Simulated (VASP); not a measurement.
C:

```
C
1.0
     3.24499    0.00000    0.00000
    -1.62249    2.81024    0.00000
     0.00000    0.00000    3.37250
C
4
Cartesian
  1.6225 0.0000 0.0000
  -0.8112 1.4051 0.0000
  0.8112 1.4051 0.0000
  0.0000 0.0000 1.6863
```

The cell was generated, and may not be a known phase.

| Item | Value |
| --- | --- |
| Program | VASP 6.6.1 |
| Task | relaxation of cell and atoms |
| Functional | PBE |
| Potentials or basis | VASP PAW PBE potentials, release 64 (C) |
| Cutoff | 600 eV |
| k mesh | 18 × 18 × 14 |
| Occupations | gaussian, width 0.1 eV |
| Spin | no spin polarisation |

At the start: pressure -3.1 GPa; volume 7.69 Å³/atom.

How do energy, volume and symmetry change on relaxing?

Over 8 steps the energy falls by 8.0 meV/atom and the volume is 7.79 Å³/atom (+1.3 %); space group P6/mmm (No. 191, to 0.1 Å) before and after.

Step by step:
```csv
step,energy change (eV),largest force (eV/Å),pressure (GPa),volume (Å³)
1,0.0000,0.0000,-3.07,30.75
2,-0.0132,0.0000,1.85,30.10
3,-0.0132,0.0000,1.71,30.12
4,-0.0197,0.0000,1.59,30.29
5,-0.0303,0.0000,1.26,30.80
6,-0.0311,0.0000,1.15,30.97
7,-0.0305,0.0000,-1.52,31.41
8,-0.0318,0.0000,0.01,31.16
```

Final structure:
```xyz
4
Lattice="3.1803 0.0000 0.0000 -1.5901 2.7542 0.0000 0.0000 0.0000 3.5569" Properties=species:S:1:pos:R:3 pbc="T T T"
C     1.5901    0.0000    0.0000
C    -0.7951    1.3771    3.5569
C     0.7951    1.3771    0.0000
C     0.0000    0.0000    1.7785
```
